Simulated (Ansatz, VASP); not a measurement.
CsAg: VASP beside Ansatz

```
CELL_PARAMETERS angstrom
0.00000 4.30099 4.30099
4.30099 0.00000 4.30099
4.30099 4.30099 0.00000
ATOMIC_POSITIONS crystal
Cs 0.00000 0.00000 0.00000
Ag 0.25000 0.25000 0.25000
```

Alike in both runs: functional PBE; k mesh 6 × 6 × 6; occupations gaussian, width 0.02 eV; no spin polarisation.

Ansatz relaxed the structure, and its values are those at the end. VASP's run is a single point on that final structure, the one shown.

```csv
,VASP,Ansatz
version,VASP 6.6.1,Ansatz 0.2.0
potentials or method,"VASP PAW PBE potentials, release 64 (Cs_sv, Ag), cutoff 520 eV","scalar-relativistic, plane waves, PAW"
valence electrons in the cell,20,28
```

```tsv
	VASP	Ansatz	Ansatz less VASP
gap on the k mesh at the Fermi level (eV)	1.83	1.83	+0.004
least direct gap on the mesh (eV)	1.83	1.83	+0.004
pressure (GPa)	0.0	0.0	0.00
```

With one functional, cell and mesh, what is left measures potentials, basis and numerics. VASP's potentials hold 20 valence electrons a cell and Ansatz's 28, so a difference there can come from the potentials and not from the codes.

Neither program's run includes spin-orbit coupling.
